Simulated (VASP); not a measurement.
Write the native input for VASP 6.6.1 that does the following.

```
Task                   : single point
Functional             : PBE
Potentials or basis    : VASP PAW PBE potentials, release 64 (O, Ba_sv, S)
Cutoff                 : 520 eV
k mesh                 : 6 × 6 × 4
Occupations            : gaussian, width 0.01 eV
Spin                   : no spin polarisation
Dipole correction      : no
Further INCAR settings : ALGO = Normal; EDIFF = 1e-06; NBANDS = 24
```

The structure of Ba2SO lies in POSCAR:

```
Ba2SO
1.0
    4.2601373590      0.0000000000      0.0000000000
    0.0000000000      4.2601373590      0.0000000000
    0.0000000000      0.0000000000      6.0305984414
O Ba S
1 2 1
Direct
    0.0000000000      0.0000000000      0.0000000000
    0.0000000000      0.0000000000      0.5000000000
    0.5000000000      0.5000000000      0.0000000000
    0.5000000000      0.5000000000      0.5000000000
```

This cell differs from its parent crystal: volume changed by -3%.

These files were run (other wordings do the same):

INCAR

```
PREC = Accurate
ENCUT = 520
EDIFF = 1E-6
ISMEAR = 0
SIGMA = 0.01
LREAL = F
LASPH = T
NELM = 60
ALGO = Normal
ISIF = 2
LWAVE = F
LCHARG = F
GGA = PE
NBANDS = 24
```

KPOINTS

```
Automatic mesh
0
Gamma
  6 6 4
```

Potentials or basis: VASP PAW PBE potentials, release 64 (O, Ba_sv, S).

Command:

```sh
$ cat potpaw_PBE.64/O/POTCAR potpaw_PBE.64/Ba_sv/POTCAR potpaw_PBE.64/S/POTCAR > POTCAR
$ mpirun -np 1 vasp_std > vasp.out
```

It gave:

```
Pressure               : 2.5 GPa
Band gap on the k mesh : 1.54 eV, direct
```

Caveat: spin-orbit coupling is left out, which moves the levels of the heavy elements.

It took 78 s on 1 thread of Intel Xeon 6975P-C, on a shared host, peak memory 0.25 GiB.
